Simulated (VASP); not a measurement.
A run of VASP 6.6.1 is set up as follows.

Contents of INCAR:

```
PREC     = Accurate       # precision mode
ENCUT    = 520            # plane-wave cutoff, eV
EDIFF    = 1E-6           # SCF threshold, eV
ISMEAR   = 0              # smearing method
SIGMA    = 0.05           # smearing width, eV
LREAL    = False          # projectors in reciprocal space
LASPH    = True           # aspherical terms in the spheres
NELM     = 80             # most SCF steps
ALGO     = Normal         # electronic algorithm
ISIF     = 2              # what is computed and relaxed
LWAVE    = False          # write WAVECAR
LCHARG   = True           # write CHGCAR
GGA      = PS             # functional
LELF     = True           # ELF
LVHAR    = True         
NBANDS   = 18             # bands
```

The input KPOINTS:

```
Automatic mesh
0
Gamma
  18 18 9
```

Contents of POSCAR:

```
Ta
1.0
    2.8636458100      0.0000028502      0.0000000000
   -1.4318253733      2.4799885938      0.0000000000
    0.0000000000      0.0000000000      5.1008492243
Ta
2
Direct
    0.6666666667      0.3333333333      0.7500000000
    0.3333333333      0.6666666667      0.2500000000
```

Potentials or basis: VASP PAW PBE potentials, release 64 (Ta_pv).

Command:

```console
$ cat potpaw_PBE.64/Ta_pv/POTCAR > POTCAR
$ mpirun -np 1 vasp_std > vasp.out
```

Task: What does it give for the band gap on the k mesh?

Result: Zero (band 11 reaches 7.03 eV, above the bottom of band 12 at 5.07 eV).

Task: Predict the pressure.

Result: 0.1 GPa.

Stress tensor (GPa, compression positive):
```
 0.30  0.00  0.00
 0.00  0.30  0.00
 0.00  0.00 -0.32
```

Caveat: the PAW data sets were made with another functional, which shifts forces and pressure a little; spin-orbit coupling is left out, which moves the levels of the heavy elements.
